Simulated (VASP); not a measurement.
# TiC (Fm-3m) in VASP: further runs

Runs on TiC. Level: r2SCAN. Tasks: single point.

All numbers are computed with VASP 6.6.1; they aren't measurements. Logs are shortened: lines on timing, memory, paths and dates and some standing lists are left out, and cuts for length are marked.

### Step 1. The cell of the first run

The structure is cubic, space group Fm-3m (No. 225). The conventional cell has a = 4.240 Å, b = 4.240 Å, c = 4.240 Å, α = 90.00°, β = 90.00°, γ = 90.00°. Within 2.8 Å of Ti (site symmetry m-3m) lie 6 C at 2.12 Å. Within 2.8 Å of C (site symmetry m-3m) lie 6 Ti at 2.12 Å.

### Step 2. Single point, r2SCAN

Input file POSCAR:

```
TiC
1.0
    0.0000000000      2.1200760500      2.1200760500
    2.1200760500      0.0000000000      2.1200760500
    2.1200760500      2.1200760500      0.0000000000
Ti C
1 1
Direct
    0.0000000000      0.0000000000      0.0000000000
    0.5000000000      0.5000000000      0.5000000000
```

Input file INCAR.step1:

```
PREC = Accurate
ENCUT = 520
ISMEAR = -1
SIGMA = 0.1
LREAL = F
LASPH = T
NELM = 80
NBANDS = 15
GGA = PE
ALGO = Normal
EDIFF = 1E-4
LWAVE = T
LCHARG = F
```

Input file INCAR.step2:

```
PREC = Accurate
ENCUT = 520
EDIFF = 1E-7
ISMEAR = -1
SIGMA = 0.1
LREAL = F
LASPH = T
NELM = 80
ALGO = Normal
ISIF = 2
LWAVE = F
LCHARG = F
METAGGA = R2SCAN
LMIXTAU = T
NBANDS = 15
ISTART = 1
```

Input file KPOINTS:

```
Automatic mesh
0
Gamma
  13 13 13
```

Potentials or basis: VASP PAW PBE potentials, release 64 (Ti_sv, C).

Launch:

```console
$ cat potpaw_PBE.64/Ti_sv/POTCAR potpaw_PBE.64/C/POTCAR > POTCAR
$ cp INCAR.step1 INCAR
$ mpirun -np 1 vasp_std > vasp.out
$ cp INCAR.step2 INCAR
$ mpirun -np 1 vasp_std > vasp.out
```

OUTCAR:

```text
PREC = Accurate
   ENCUT = 520
   EDIFF = 1E-7
   ISMEAR = -1
   LREAL = F
   LASPH = T
   NELM = 80
   ISIF = 2
   METAGGA = R2SCAN
   ISTART = 1

 ion  position               nearest neighbor table
   1  0.000  0.000  0.000-   2 2.12   2 2.12   2 2.12   2 2.12   2 2.12   2 2.12
   2  0.500  0.500  0.500-   1 2.12   1 2.12   1 2.12   1 2.12   1 2.12   1 2.12

  LATTYP: Found a face centered cubic cell.
 ALAT       =     4.2401521000

  Lattice vectors:

 A1 = (   0.0000000000,   2.1200760500,   2.1200760500)
 A2 = (   2.1200760500,   0.0000000000,   2.1200760500)
 A3 = (   2.1200760500,   2.1200760500,   0.0000000000)

Analysis of symmetry for initial positions (statically):
=====================================================================
 Subroutine PRICEL returns:
 Original cell was already a primitive cell.

 Routine SETGRP: Setting up the symmetry group for a
 face centered cubic supercell.

 Subroutine GETGRP returns: Found 48 space group operations
 (whereof 48 operations were pure point group operations)
 out of a pool of 48 trial point group operations.

The static configuration has the point symmetry O_h .

Analysis of symmetry for dynamics (positions and initial velocities):
=====================================================================
 Subroutine PRICEL returns:
 Original cell was already a primitive cell.

 Routine SETGRP: Setting up the symmetry group for a
 face centered cubic supercell.

 Subroutine GETGRP returns: Found 48 space group operations
 (whereof 48 operations were pure point group operations)
 out of a pool of 48 trial point group operations.

The dynamic configuration has the point symmetry O_h .

 Subroutine INISYM returns: Found 48 space group operations
 (whereof 48 operations are pure point group operations),
 and found     1 'primitive' translations

----------------------------------------------------------------------------------------

                                     Primitive cell

  volume of cell :      19.0583

  direct lattice vectors                    reciprocal lattice vectors
     0.000000000  2.120076050  2.120076050    -0.235840596  0.235840596  0.235840596
     2.120076050  0.000000000  2.120076050     0.235840596 -0.235840596  0.235840596
     2.120076050  2.120076050  0.000000000     0.235840596  0.235840596 -0.235840596

  length of vectors
     2.998240303  2.998240303  2.998240303     0.408487895  0.408487895  0.408487895

  position of ions in fractional coordinates (direct lattice)
     0.000000000  0.000000000  0.000000000
     0.500000000  0.500000000  0.500000000

  ion indices of the primitive-cell ions
   primitive index   ion index
                 1           1
                 2           2

----------------------------------------------------------------------------------------

 KPOINTS: Automatic mesh

Automatic generation of k-mesh.
 Grid dimensions read from file:
 generate k-points for:   13   13   13

 Generating k-lattice:

  Cartesian coordinates                     Fractional coordinates (reciprocal lattice)
    -0.018141584  0.018141584  0.018141584     0.076923077  0.000000000  0.000000000
     0.018141584 -0.018141584  0.018141584     0.000000000  0.076923077  0.000000000
     0.018141584  0.018141584 -0.018141584     0.000000000  0.000000000  0.076923077

  Length of vectors
     0.031422146  0.031422146  0.031422146

  Shift w.r.t. Gamma in fractional coordinates (k-lattice)
     0.000000000  0.000000000  0.000000000

 Subroutine IBZKPT returns following result:
 ===========================================

 Found     84 irreducible k-points:

 Following reciprocal coordinates:
            Coordinates               Weight
  0.000000  0.000000  0.000000      1.000000
  0.076923  0.000000  0.000000      8.000000
  0.153846  0.000000  0.000000      8.000000
  0.230769  0.000000  0.000000      8.000000
  0.307692  0.000000  0.000000      8.000000
  0.384615  0.000000  0.000000      8.000000
[... 16 lines left out ...]
  0.384615  0.153846  0.000000     24.000000
  0.461538  0.153846  0.000000     24.000000
 [... further k-points ...]
   k-points           NKPTS =     84   k-points in BZ     NKDIM =     84   number of bands    NBANDS=     15
   number of dos      NEDOS =    301   number of ions     NIONS =      2
   total plane-waves  NPLWV =  13824
   dimension x,y,z NGX =    24 NGY =   24 NGZ =   24
   dimension x,y,z NGXF=    48 NGYF=   48 NGZF=   48
   ions per type =               1   1
   NGX,Y,Z   is equivalent  to a cutoff of  13.31, 13.31, 13.31 a.u.
   NGXF,Y,Z  is equivalent  to a cutoff of  26.61, 26.61, 26.61 a.u.
 SYSTEM =  unknown system
   PREC   = accura    normal or accurate (medium, high low for compatibility)
   ISTART =      1    job   : 0-new  1-cont  2-samecut
   ICHARG =      0    charge: 1-file 2-atom 10-const
   ISPIN  =      1    spin polarized calculation?
   LNONCOLLINEAR =      F non collinear calculations
   LSORBIT =      F    spin-orbit coupling
   LASPH  =      T    aspherical Exc in radial PAW
   ENCUT  =  520.0 eV  38.22 Ry    6.18 a.u.   5.57  5.57  5.57*2*pi/ulx,y,z
   NELM   =     80;   NELMIN=  2; NELMDL=  0     # of ELM steps
   EDIFF  = 0.1E-06   stopping-criterion for ELM
   LREAL  =      F    real-space projection
   EDIFFG = 0.1E-05   stopping-criterion for IOM
   NSW    =      0    number of steps for IOM
   IBRION =     -1    ionic relax: 0-MD 1-quasi-New 2-CG
   NFREE  =      0    steps in history (QN), initial steepest desc. (CG)
   ISIF   =      2    stress and relaxation
   ISYM   =      2    0-nonsym 1-usesym 2-fastsym
   POTIM  = 0.5000    time-step for ionic-motion
   TEBEG  =    0.0;   TEEND  =   0.0 temperature during run
   PSTRESS=    0.0 pullay stress
   NELECT =      16.0000    total number of electrons
   NUPDOWN=      -1.0000    fix difference up-down
   EMIN   =  10.00;   EMAX   =-10.00  energy-range for DOS
   EFERMI =   0.00;   METHOD = LEGACY
   ISMEAR =    -1;   SIGMA  =   0.10  broadening in eV -4-tet -1-fermi 0-gaus
   EFERMI_NEDOS =   21; number of points for ismear=-14 and -15
   IALGO  =     38    algorithm
   IMIX   =      4    mixing-type and parameters
     AMIX     =   0.40;   BMIX     =  1.00
     AMIX_MAG =   1.60;   BMIX_MAG =  1.00
  volume/ion in A,a.u.               =       9.53        64.31
  Fermi-wavevector in a.u.,A,eV,Ry     =   1.544377  2.918450 32.451269  2.385101
  Thomas-Fermi vector in A             =   2.649907
   LORBIT       =      0    0 simple, 1 ext, 2 COOP (PROOUT), +10 PAW based schemes
   METAGGA = R2SCAN    functional components
   LHFCALC =     F    Hartree Fock is set to
   AEXX    =    0.0000 exact exchange contribution
   IVDW    =     0    specifies the selected vdW correction
   LEPSILON=     F    determine dielectric tensor
   LRPA    =     F    only Hartree local field effects (RPA)
 non-spin polarized calculation
  energy-cutoff  :      520.00
  volume of cell :       19.06
 maximum number of plane-waves:       533
   NGX = 11   NGY = 11   NGZ = 11

 number of electron      16.0000002 magnetization

 Free energy of the ion-electron system (eV)
  ---------------------------------------------------
  ext. energy  EPLUGINS =         0.00000000
  ---------------------------------------------------
  free energy    TOTEN  =       -24.79937048 eV

  energy without entropy =      -24.79149236  energy(sigma->0) =      -24.79543142

 E-fermi :  10.2638     XC(G=0): -13.9644

 val. band max:       10.1458090953   @ k =   0.4615   0.4615   0.0000
 cond. band min:      10.3240514703   @ k =   0.3846   0.3077   0.0000
 fundamental gap:      0.1782423750
 Fermi energy:        10.2637795434

 k-point     1 :       0.0000    0.0000    0.0000
  band No.  band energies     occupation
      1     -48.5171      2.00000
      2     -23.4582      2.00000
      3     -23.4582      2.00000
      4     -23.4582      2.00000
      5      -3.2480      2.00000
      6      11.1517      0.00028
      7      11.1517      0.00028
      8      11.1517      0.00028
      9      12.0087      0.00000
     10      12.0087      0.00000
     11      12.0087      0.00000
     12      12.1237      0.00000
     13      12.1237      0.00000
     14      22.4533      0.00000
     15      25.3451      0.00000

 k-point     2 :       0.0769    0.0000    0.0000
  band No.  band energies     occupation
      1     -48.5114      2.00000
      2     -23.4972      2.00000
      3     -23.4615      2.00000
      4     -23.4615      2.00000
      5      -3.0990      2.00000
      6      10.3732      0.50169
      7      10.5879      0.07531
      8      10.5879      0.07531
      9      11.4347      0.00002
     10      11.4347      0.00002
     11      12.4668      0.00000
     12      13.4858      0.00000
     13      13.4858      0.00000
     14      22.6994      0.00000
     15      25.4178      0.00000

 k-point     3 :       0.1538    0.0000    0.0000
  band No.  band energies     occupation
      1     -48.4955      2.00000
      2     -23.6042      2.00000
      3     -23.4707      2.00000
      4     -23.4707      2.00000
      5      -2.6676      2.00000
      6       9.0578      1.99999
      7       9.4491      1.99942
      8       9.4491      1.99942
      9      11.7220      0.00000
     10      11.7220      0.00000
     11      12.9664      0.00000
     12      14.9796      0.00000
     13      14.9796      0.00000
     14      23.1728      0.00000
     15      25.4959      0.00000

 k-point     4 :       0.2308    0.0000    0.0000
  band No.  band energies     occupation
      1     -48.4731      2.00000
      2     -23.7524      2.00000
      3     -23.4836      2.00000
      4     -23.4836      2.00000
      5      -1.9969      2.00000
      6       7.6121      2.00000
      7       8.4733      2.00000
      8       8.4733      2.00000
      9      12.2054      0.00000
     10      12.2054      0.00000
     11      13.4040      0.00000
     12      16.4375      0.00000
     13      16.4375      0.00000
     14      22.9471      0.00000
     15      25.9501      0.00000
[... 307 lines left out ...]
 k-point    22 :       0.3077    0.1538    0.0000
  band No.  band energies     occupation
      1     -48.4503      2.00000
      2     -23.8125      2.00000
      3     -23.5439      2.00000
      4     -23.5352      2.00000
      5      -1.4643      2.00000
      6       6.4018      2.00000
      7       8.2294      2.00000
      8       8.8308      2.00000
      9      11.3002      0.00006
     10      13.0436      0.00000
     11      14.3085      0.00000
     12      15.5131      0.00000
     13      17.6731      0.00000
     14      23.8483      0.00000
     15      26.1124      0.00000

 k-point    23 :       0.3846    0.1538    0.0000
  band No.  band energies     occupation
      1     -48.4295      2.00000
      2     -23.9332      2.00000
      3     -23.5593      2.00000
      4     -23.5539      2.00000
      5      -0.7541      2.00000
      6       5.6328      2.00000
      7       7.4356      2.00000
      8       8.1157      2.00000
      9      11.9240      0.00000
     10      13.5256      0.00000
     11      14.5629      0.00000
     12      16.5660      0.00000
     13      18.3440      0.00000
     14      22.7831      0.00000
     15      26.7929      0.00000

 k-point    24 :       0.4615    0.1538    0.0000
  band No.  band energies     occupation
      1     -48.4140      2.00000
      2     -24.0203      2.00000
      3     -23.5864      2.00000
      4     -23.5541      2.00000
      5      -0.0837      2.00000
      6       4.9053      2.00000
      7       6.9983      2.00000
      8       7.5666      2.00000
      9      12.6064      0.00000
     10      13.7865      0.00000
     11      14.7616      0.00000
     12      17.5943      0.00000
     13      18.4717      0.00000
     14      21.8434      0.00000
     15      26.4816      0.00000

 [... further k-points ...]
[... 5 lines left out ...]
  --------------------------------------------------------------------------------------
  -------------------------------------------------------------------------------------
  Total        2.2970477      2.2970477      2.2970477      0.0000000      0.0000000     -0.0000000
  in kB      193.1062254    193.1062254    193.1062254      0.0000000      0.0000000     -0.0000000
  external PRESSURE =     193.1062254 kB  Pullay stress =       0.0000000 kB

 VOLUME and BASIS-vectors are now :
 -----------------------------------------------------------------------------
  energy-cutoff  :      520.00
  volume of cell :       19.06
      direct lattice vectors                 reciprocal lattice vectors
     0.000000000  2.120076050  2.120076050    -0.235840596  0.235840596  0.235840596
     2.120076050  0.000000000  2.120076050     0.235840596 -0.235840596  0.235840596
     2.120076050  2.120076050  0.000000000     0.235840596  0.235840596 -0.235840596

 POSITION                                       TOTAL-FORCE (eV/Angst)
 -----------------------------------------------------------------------------------
      0.00000      0.00000      0.00000         0.000000      0.000000      0.000000
      2.12008      2.12008      2.12008         0.000000      0.000000      0.000000
 -----------------------------------------------------------------------------------
    total drift:                                0.000000     -0.000000     -0.000000

  FREE ENERGIE OF THE ION-ELECTRON SYSTEM (eV)
  ---------------------------------------------------
  free  energy   TOTEN  =       -24.7993704790 eV

  energy  without entropy=      -24.7914923637  energy(sigma->0) =      -24.79543142
```

Run time: 41 s. Hardware: 1 thread of Intel Xeon 6975P-C (Granite Rapids), shared host; peak memory 0.16 GiB.

What came out:

| Quantity | Value |
| --- | --- |
| Free energy | -24.7994 eV |
| Pressure | 19.3 GPa |
| Band gap on the k mesh | zero (band 8 reaches 11.15 eV, above the bottom of band 9 at 9.81 eV) |

Caveat: the PAW data sets were made with another functional, which shifts forces and pressure a little.

### Step 3. Single point, r2SCAN

This run uses another cell than the first one, of 9.73 Å³/atom, 1.021 times its volume.

Input file POSCAR:

```
TiC
1.0
    0.0000000000      2.1350066600      2.1350066600
    2.1350066600      0.0000000000      2.1350066600
    2.1350066600      2.1350066600      0.0000000000
Ti C
1 1
Direct
    0.0000000000      0.0000000000      0.0000000000
    0.5000000000      0.5000000000      0.5000000000
```

INCAR.step1: that of step 2 with these lines changed.

```diff
@@ -6,3 +6,3 @@
 LASPH = T
-NELM = 80
+NELM = 100
 NBANDS = 15
```

Input file INCAR.step2:

```
PREC = Accurate
ENCUT = 520
EDIFF = 1E-6
ISMEAR = -1
SIGMA = 0.1
LREAL = F
LASPH = T
NELM = 100
ALGO = Normal
ISIF = 2
LWAVE = F
LCHARG = T
METAGGA = R2SCAN
LMIXTAU = T
LELF = T
LVHAR = T
NBANDS = 15
ISTART = 1
```

Input file KPOINTS:

```
regular mesh
0
Gamma
  13 13 13
```

Potentials or basis: VASP PAW PBE potentials, release 64 (Ti_sv, C).

Launch:

```console
$ cat potpaw_PBE.64/Ti_sv/POTCAR potpaw_PBE.64/C/POTCAR > POTCAR
$ cp INCAR.step1 INCAR
$ mpirun -np 1 vasp_std > vasp.out
$ cp INCAR.step2 INCAR
$ mpirun -np 1 vasp_std > vasp.out
```

It took 38 s on 1 thread of Intel Xeon 6975P-C (Granite Rapids), shared host; peak memory 0.16 GiB.

It converged, with:

- Free energy: -24.8399 eV
- Pressure: 12.5 GPa
- Band gap on the k mesh: zero (band 8 reaches 10.89 eV, above the bottom of band 9 at 9.55 eV)

Levels at points of the mesh, in eV from the Fermi level:
| k point | band 6 | band 7 | band 8 | band 9 | band 10 | band 11 |
| --- | --- | --- | --- | --- | --- | --- |
| (0.00, 0.00, 0.00) | 0.88 | 0.88 | 0.88 | 1.72 | 1.72 | 1.72 |

Caveat: the PAW data sets were made with another functional, which shifts forces and pressure a little.

(Continued in part 2 of 2.)
